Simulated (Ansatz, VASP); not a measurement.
# One calculation of TiAu, two programs

```
CELL_PARAMETERS angstrom
3.25400 0.00000 0.00000
0.00000 3.25400 0.00000
0.00000 0.00000 3.18892
ATOMIC_POSITIONS crystal
Ti 0.50000 0.50000 0.50000
Au 0.00000 0.00000 0.00000
```

Change from the starting cell: zz strain of -2 %.

Alike in both runs: task single point; functional PBEsol; k mesh 10 × 10 × 10; occupations fermi-dirac, width 0.08 eV; no spin polarisation.

|  | VASP | Ansatz |
| --- | --- | --- |
| version | VASP 6.6.1 | Ansatz 0.2.0 |
| potentials or method | VASP PAW PBE potentials, release 64 (Ti_sv, Au), cutoff 520 eV | all-electron LAPW, scalar-relativistic |

```tsv
	VASP	Ansatz	Ansatz less VASP
pressure (GPa)	-2.1	-1.9	+0.16
traceless stress, the component that is largest in VASP (GPa)	-0.21	-0.22	-0.010
```

VASP's potentials were made for PBE, not for PBEsol. Ansatz ran all-electron here, and VASP with PAW potentials.

Neither program's run includes spin-orbit coupling.
